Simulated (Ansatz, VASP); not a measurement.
## Si7Mo: VASP beside Ansatz

```
Si Mo
1.0
     3.28384    0.00000    0.00000
     0.00000    3.28384    0.00000
     0.00000    0.00000   10.56022
Si Mo
7 1
Direct
  0.00000 0.00000 0.25046
  0.50000 0.50000 0.35812
  0.00000 0.00000 0.74954
  0.50000 0.50000 0.64188
  0.50000 0.50000 0.87950
  0.50000 0.50000 0.12050
  0.00000 0.00000 0.50000
  0.00000 0.00000 0.00000
```

Alike in both runs: functional PBE; k mesh 10 × 10 × 4; occupations gaussian, width 0.1 eV; no spin polarisation.

Ansatz relaxed the structure, and its values are those at the end. VASP's run is a single point on that final structure, the one shown.

|  | VASP | Ansatz |
| --- | --- | --- |
| version | VASP 6.6.1 | Ansatz 0.2.0 |
| potentials or method | VASP PAW PBE potentials, release 64 (Si, Mo_sv), cutoff 520 eV | scalar-relativistic, plane waves, PAW |
| valence electrons in the cell | 42 | 42 |

Ansatz gave:

```
gap on the k mesh at the Fermi level (eV) : none
pressure (GPa)                            : 0.0
rms of the force components (eV/Å)        : 0.000
```

Q: Estimate VASP's values.

A: gap on the k mesh at the Fermi level (eV): none; pressure (GPa): 0.0; rms of the force components (eV/Å): 0.004.

A gap of «none» marks a metal or a gap that the smearing closes.
